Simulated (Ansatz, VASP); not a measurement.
BeTe: VASP beside Ansatz

```
Be Te
1.0
     0.00000    2.82877    2.82877
     2.82877    0.00000    2.82877
     2.82877    2.82877    0.00000
Be Te
1 1
Cartesian
  0.0000 0.0000 0.0000
  1.4144 1.4144 1.4144
```

Alike in both runs: task single point; functional r2SCAN; k mesh 8 × 8 × 8; occupations gaussian, width 0.02 eV; no spin polarisation.

```csv
,VASP,Ansatz
version,VASP 6.6.1,Ansatz 0.2.0
potentials or method,"VASP PAW PBE potentials, release 64 (Be, Te), cutoff 660 eV","scalar-relativistic, plane waves, PAW"
valence electrons in the cell,8,18
```

```tsv
	VASP	Ansatz	Ansatz less VASP
gap on the k mesh at the Fermi level (eV)	2.37	2.38	+0.009
least direct gap on the mesh (eV)	4.03	4.04	+0.012
pressure (GPa)	0.2	0.0	-0.17
```

VASP's potentials were made for PBE, not for r2SCAN. VASP's potentials hold 8 valence electrons a cell and Ansatz's 18, so a difference there can come from the potentials and not from the codes.

Spin-orbit coupling is off throughout.
